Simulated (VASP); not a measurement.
# GaP (F-43m) in VASP: further runs

The runs below take GaP through single point, with PBE, r2SCAN.

Everything below comes from runs of VASP 6.6.1. Logs are shortened: lines on timing, memory, paths and dates and some standing lists are left out, and cuts for length are marked.

**The experiment to reproduce.**

From “Stacking defects in GaP nanowires: Electronic structure and optical properties”, 2018, arxiv:1810.01194, for a bulk crystal of GaP at 10 K: band gap 2.34 eV (indirect).

How close the calculation comes is told below.

### Step 1. The cell of the first run

Symmetry: F-43m, No. 216, cubic system. The conventional cell has a = 5.560 Å, b = 5.560 Å, c = 5.560 Å, α = 90.00°, β = 90.00°, γ = 90.00°. Within 3.2 Å of Ga (site symmetry -43m) lie 4 P at 2.41 Å. Within 3.2 Å of P (site symmetry -43m) lie 4 Ga at 2.41 Å.

### Step 2. Single point, PBE (volume changed by +3%)

INCAR

```
SYSTEM = GaP
  PREC = Accurate
  ENCUT = 520
  EDIFF = 1E-6
  ISMEAR = 0
  SIGMA = 0.01
  LREAL = .FALSE.
  LASPH = .TRUE.
  NELM = 100
  ALGO = Normal
  ISIF = 2
  LWAVE = .FALSE.
  LCHARG = .TRUE.
  GGA = PE
  LELF = .TRUE.
  LVHAR = .TRUE.
  NBANDS = 16
```

KPOINTS

```
regular mesh
0
G
  6 6 6
  0 0 0
```

POSCAR

```
GaP
1.0
    0.0000000000      2.7797914302      2.7797914302
    2.7797914302      0.0000000000      2.7797914302
    2.7797914302      2.7797914302      0.0000000000
Ga P
1 1
Direct
    0.0000000000      0.0000000000      0.0000000000
    0.2500000000      0.2500000000      0.2500000000
```

Potentials or basis: VASP PAW PBE potentials, release 64 (Ga_d, P).

Run with:

```bash
> cat potpaw_PBE.64/Ga_d/POTCAR potpaw_PBE.64/P/POTCAR > POTCAR
> mpirun -np 1 vasp_std > vasp.out
```

OUTCAR:

```text
SYSTEM = GaP
   PREC = Accurate
   ENCUT = 520
   EDIFF = 1E-6
   ISMEAR = 0
   LREAL = .FALSE.
   LASPH = .TRUE.
   NELM = 100
   ISIF = 2
   GGA = PE

 ion  position               nearest neighbor table
   1  0.000  0.000  0.000-   2 2.41   2 2.41   2 2.41   2 2.41
   2  0.250  0.250  0.250-   1 2.41   1 2.41   1 2.41   1 2.41

  LATTYP: Found a face centered cubic cell.
 ALAT       =     5.5595828604

  Lattice vectors:

 A1 = (   0.0000000000,   2.7797914302,   2.7797914302)
 A2 = (   2.7797914302,   0.0000000000,   2.7797914302)
 A3 = (   2.7797914302,   2.7797914302,   0.0000000000)

Analysis of symmetry for initial positions (statically):
=====================================================================
 Subroutine PRICEL returns:
 Original cell was already a primitive cell.

 Routine SETGRP: Setting up the symmetry group for a
 face centered cubic supercell.

 Subroutine GETGRP returns: Found 24 space group operations
 (whereof 24 operations were pure point group operations)
 out of a pool of 48 trial point group operations.

The static configuration has the point symmetry T_d .

Analysis of symmetry for dynamics (positions and initial velocities):
=====================================================================
 Subroutine PRICEL returns:
 Original cell was already a primitive cell.

 Routine SETGRP: Setting up the symmetry group for a
 face centered cubic supercell.

 Subroutine GETGRP returns: Found 24 space group operations
 (whereof 24 operations were pure point group operations)
 out of a pool of 48 trial point group operations.

The dynamic configuration has the point symmetry T_d .

 Subroutine INISYM returns: Found 24 space group operations
 (whereof 24 operations are pure point group operations),
 and found     1 'primitive' translations

----------------------------------------------------------------------------------------

                                     Primitive cell

  volume of cell :      42.9602

  direct lattice vectors                    reciprocal lattice vectors
     0.000000000  2.779791430  2.779791430    -0.179869610  0.179869610  0.179869610
     2.779791430  0.000000000  2.779791430     0.179869610 -0.179869610  0.179869610
     2.779791430  2.779791430  0.000000000     0.179869610  0.179869610 -0.179869610

  length of vectors
     3.931218741  3.931218741  3.931218741     0.311543303  0.311543303  0.311543303

  position of ions in fractional coordinates (direct lattice)
     0.000000000  0.000000000  0.000000000
     0.250000000  0.250000000  0.250000000

  ion indices of the primitive-cell ions
   primitive index   ion index
                 1           1
                 2           2

----------------------------------------------------------------------------------------

 KPOINTS: regular mesh

Automatic generation of k-mesh.
 Grid dimensions read from file:
 generate k-points for:    6    6    6

 Generating k-lattice:

  Cartesian coordinates                     Fractional coordinates (reciprocal lattice)
    -0.029978268  0.029978268  0.029978268     0.166666667  0.000000000  0.000000000
     0.029978268 -0.029978268  0.029978268     0.000000000  0.166666667  0.000000000
     0.029978268  0.029978268 -0.029978268     0.000000000  0.000000000  0.166666667

  Length of vectors
     0.051923884  0.051923884  0.051923884

  Shift w.r.t. Gamma in fractional coordinates (k-lattice)
     0.000000000  0.000000000  0.000000000

 Subroutine IBZKPT returns following result:
 ===========================================

 Found     16 irreducible k-points:

 Following reciprocal coordinates:
            Coordinates               Weight
  0.000000  0.000000  0.000000      1.000000
  0.166667  0.000000  0.000000      8.000000
  0.333333  0.000000  0.000000      8.000000
  0.500000  0.000000  0.000000      4.000000
  0.166667  0.166667  0.000000      6.000000
  0.333333  0.166667  0.000000     24.000000
[... 8 lines left out ...]
 -0.333333  0.333333  0.166667     24.000000
 -0.333333  0.500000  0.166667     12.000000
   k-points           NKPTS =     16   k-points in BZ     NKDIM =     16   number of bands    NBANDS=     16
   number of dos      NEDOS =    301   number of ions     NIONS =      2
   total plane-waves  NPLWV =  27000
   dimension x,y,z NGX =    30 NGY =   30 NGZ =   30
   dimension x,y,z NGXF=    60 NGYF=   60 NGZF=   60
   ions per type =               1   1
   NGX,Y,Z   is equivalent  to a cutoff of  12.69, 12.69, 12.69 a.u.
   NGXF,Y,Z  is equivalent  to a cutoff of  25.37, 25.37, 25.37 a.u.
 SYSTEM =  GaP
   PREC   = accura    normal or accurate (medium, high low for compatibility)
   ISTART =      0    job   : 0-new  1-cont  2-samecut
   ICHARG =      2    charge: 1-file 2-atom 10-const
   ISPIN  =      1    spin polarized calculation?
   LNONCOLLINEAR =      F non collinear calculations
   LSORBIT =      F    spin-orbit coupling
   LASPH  =      T    aspherical Exc in radial PAW
   ENCUT  =  520.0 eV  38.22 Ry    6.18 a.u.   7.31  7.31  7.31*2*pi/ulx,y,z
   NELM   =    100;   NELMIN=  2; NELMDL= -5     # of ELM steps
   EDIFF  = 0.1E-05   stopping-criterion for ELM
   LREAL  =      F    real-space projection
   EDIFFG = 0.1E-04   stopping-criterion for IOM
   NSW    =      0    number of steps for IOM
   IBRION =     -1    ionic relax: 0-MD 1-quasi-New 2-CG
   NFREE  =      0    steps in history (QN), initial steepest desc. (CG)
   ISIF   =      2    stress and relaxation
   ISYM   =      2    0-nonsym 1-usesym 2-fastsym
   POTIM  = 0.5000    time-step for ionic-motion
   TEBEG  =    0.0;   TEEND  =   0.0 temperature during run
   PSTRESS=    0.0 pullay stress
   NELECT =      18.0000    total number of electrons
   NUPDOWN=      -1.0000    fix difference up-down
   EMIN   =  10.00;   EMAX   =-10.00  energy-range for DOS
   EFERMI =   0.00;   METHOD = LEGACY
   ISMEAR =     0;   SIGMA  =   0.01  broadening in eV -4-tet -1-fermi 0-gaus
   EFERMI_NEDOS =   21; number of points for ismear=-14 and -15
   IALGO  =     38    algorithm
   IMIX   =      4    mixing-type and parameters
     AMIX     =   0.40;   BMIX     =  1.00
     AMIX_MAG =   1.60;   BMIX_MAG =  1.00
  volume/ion in A,a.u.               =      21.48       144.95
  Fermi-wavevector in a.u.,A,eV,Ry     =   1.225021  2.314954 20.417935  1.500676
  Thomas-Fermi vector in A             =   2.360074
   LORBIT       =      0    0 simple, 1 ext, 2 COOP (PROOUT), +10 PAW based schemes
   GGA     = PE    functional components
   LHFCALC =     F    Hartree Fock is set to
   AEXX    =    0.0000 exact exchange contribution
   IVDW    =     0    specifies the selected vdW correction
   LEPSILON=     F    determine dielectric tensor
   LRPA    =     F    only Hartree local field effects (RPA)
 non-spin polarized calculation
 Gauss-broadening in eV      SIGMA  =   0.01
  energy-cutoff  :      520.00
  volume of cell :       42.96
 maximum number of plane-waves:      1173
 NGX is ok and might be reduce to    30
   NGX = 15   NGY = 15   NGZ = 15

 number of electron      18.0000013 magnetization

 Free energy of the ion-electron system (eV)
  ---------------------------------------------------
  ext. energy  EPLUGINS =         0.00000000
  ---------------------------------------------------
  free energy    TOTEN  =        -9.10392976 eV

  energy without entropy =       -9.10392976  energy(sigma->0) =       -9.10392976

 E-fermi :   4.1196     XC(G=0):  -9.5618

 val. band max:        4.0712182795   @ k =   0.0000   0.0000   0.0000
 cond. band min:       5.4097302602   @ k =   0.0000   0.0000   0.0000
 fundamental gap:      1.3385119807
 Fermi energy:         4.1196257703

 k-point     1 :       0.0000    0.0000    0.0000
  band No.  band energies     occupation
      1     -10.3999      2.00000
      2     -10.3999      2.00000
      3     -10.3999      2.00000
      4     -10.3173      2.00000
      5     -10.3173      2.00000
      6      -7.9906      2.00000
[... 8 lines left out ...]
     15      13.7707      0.00000
     16      13.7707      0.00000

 k-point     2 :       0.1667    0.0000    0.0000
  band No.  band energies     occupation
      1     -10.4170      2.00000
      2     -10.3935      2.00000
      3     -10.3935      2.00000
      4     -10.3171      2.00000
      5     -10.3171      2.00000
      6      -7.6618      2.00000
[... 8 lines left out ...]
     15      12.9930      0.00000
     16      13.8670      0.00000

 k-point     3 :       0.3333    0.0000    0.0000
  band No.  band energies     occupation
      1     -10.4485      2.00000
      2     -10.3831      2.00000
      3     -10.3831      2.00000
      4     -10.3143      2.00000
      5     -10.3143      2.00000
      6      -6.7926      2.00000
[... 8 lines left out ...]
     15      13.6113      0.00000
     16      13.6113      0.00000

 k-point     4 :       0.5000    0.0000    0.0000
  band No.  band energies     occupation
      1     -10.4632      2.00000
      2     -10.3795      2.00000
      3     -10.3795      2.00000
      4     -10.3113      2.00000
      5     -10.3113      2.00000
      6      -6.1123      2.00000
[... 8 lines left out ...]
     15      15.5612      0.00000
     16      15.5612      0.00000
[... 172 lines left out ...]
 k-point    14 :       0.5000    0.3333    0.1667
  band No.  band energies     occupation
      1     -10.4689      2.00000
      2     -10.3717      2.00000
      3     -10.3626      2.00000
      4     -10.3282      2.00000
      5     -10.3084      2.00000
      6      -6.0815      2.00000
[... 8 lines left out ...]
     15      15.5332      0.00000
     16      16.9570      0.00000

 k-point    15 :      -0.3333    0.3333    0.1667
  band No.  band energies     occupation
      1     -10.4740      2.00000
      2     -10.3717      2.00000
      3     -10.3571      2.00000
      4     -10.3256      2.00000
      5     -10.3108      2.00000
      6      -5.5068      2.00000
[... 8 lines left out ...]
     15      16.1726      0.00000
     16      16.4953      0.00000

 k-point    16 :      -0.3333    0.5000    0.1667
  band No.  band energies     occupation
      1     -10.4835      2.00000
      2     -10.3626      2.00000
      3     -10.3502      2.00000
      4     -10.3336      2.00000
      5     -10.3064      2.00000
      6      -5.2371      2.00000
[... 8 lines left out ...]
     15      15.7025      0.00000
     16      17.2953      0.00000

------------------------ aborting loop because EDIFF is reached ----------------------------------------

  FORCE on cell =-STRESS in cart. coord.  units (eV):
  Direction    XX          YY          ZZ          XY          YZ          ZX
  --------------------------------------------------------------------------------------
  -------------------------------------------------------------------------------------
  Total       -0.5728146     -0.5728146     -0.5728146      0.0000000      0.0000000      0.0000000
  in kB      -21.3627924    -21.3627924    -21.3627924      0.0000000      0.0000000      0.0000000
  external PRESSURE =     -21.3627924 kB  Pullay stress =       0.0000000 kB

 VOLUME and BASIS-vectors are now :
 -----------------------------------------------------------------------------
  energy-cutoff  :      520.00
  volume of cell :       42.96
      direct lattice vectors                 reciprocal lattice vectors
     0.000000000  2.779791430  2.779791430    -0.179869610  0.179869610  0.179869610
     2.779791430  0.000000000  2.779791430     0.179869610 -0.179869610  0.179869610
     2.779791430  2.779791430  0.000000000     0.179869610  0.179869610 -0.179869610

 POSITION                                       TOTAL-FORCE (eV/Angst)
 -----------------------------------------------------------------------------------
      0.00000      0.00000      0.00000         0.000000      0.000000      0.000000
      1.38990      1.38990      1.38990        -0.000000     -0.000000     -0.000000
 -----------------------------------------------------------------------------------
    total drift:                                0.000002      0.000002      0.000002

  FREE ENERGIE OF THE ION-ELECTRON SYSTEM (eV)
  ---------------------------------------------------
  free  energy   TOTEN  =        -9.1039297589 eV

  energy  without entropy=       -9.1039297589  energy(sigma->0) =       -9.10392976
```

Run time: 14 s. Hardware: 1 thread of Intel Xeon 6975P-C (Granite Rapids), shared host; peak memory 0.16 GiB.

What came out:

- Free energy: -9.1039 eV
- Pressure: -2.1 GPa
- Band gap on the k mesh: 1.34 eV, direct

Levels at points of the mesh, in eV from the valence-band top:
```csv
k point,band 5,band 6,band 7,band 8,band 9,band 10,band 11,band 12,band 13,band 14
"(0.00, 0.00, 0.00)",-14.39,-12.06,0.00,0.00,0.00,1.34,3.89,3.89,3.89,8.55
"(0.50, 0.00, 0.00)",-14.38,-10.18,-6.31,-1.03,-1.03,1.49,4.73,4.73,8.16,10.48
"(0.50, 0.50, 0.00)",-14.37,-9.36,-6.49,-2.48,-2.48,1.77,1.86,10.15,10.15,10.67
```

(Continued in part 2 of 2.)
